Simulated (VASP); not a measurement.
Input of a VASP 6.6.1 run:

INCAR

```
SYSTEM = Pt
PREC = Accurate
ENCUT = 520
EDIFF = 1E-7
ISMEAR = 0
SIGMA = 0.1
LREAL = .FALSE.
LASPH = .TRUE.
NELM = 60
ALGO = Fast
ISIF = 2
LWAVE = .FALSE.
LCHARG = .FALSE.
GGA = PE
NBANDS = 11
```

KPOINTS

```
Automatic mesh
0
G
  24 24 24
  0 0 0
```

The input POSCAR:

```
Pt
1.0
    1.4033518367      0.8102255607      2.2928811856
   -1.4033518367      0.8102255607      2.2928811856
    0.0000000000     -1.6204511214      2.2928811856
Pt
1
Direct
    0.5000000000      0.5000000000      0.5000000000
```

Potentials or basis: VASP PAW PBE potentials, release 64 (Pt).

Run with:

```console
$ cat potpaw_PBE.64/Pt/POTCAR > POTCAR
$ mpirun -np 1 vasp_std > vasp.out
```

(1) What does it give for the pressure?

(2) Estimate the band gap on the k mesh.

Results:

(1) -0.5 GPa.

(2) zero (band 5 reaches 11.03 eV, above the bottom of band 6 at 8.94 eV).

Caveat: spin-orbit coupling is left out, which moves the levels of the heavy elements.
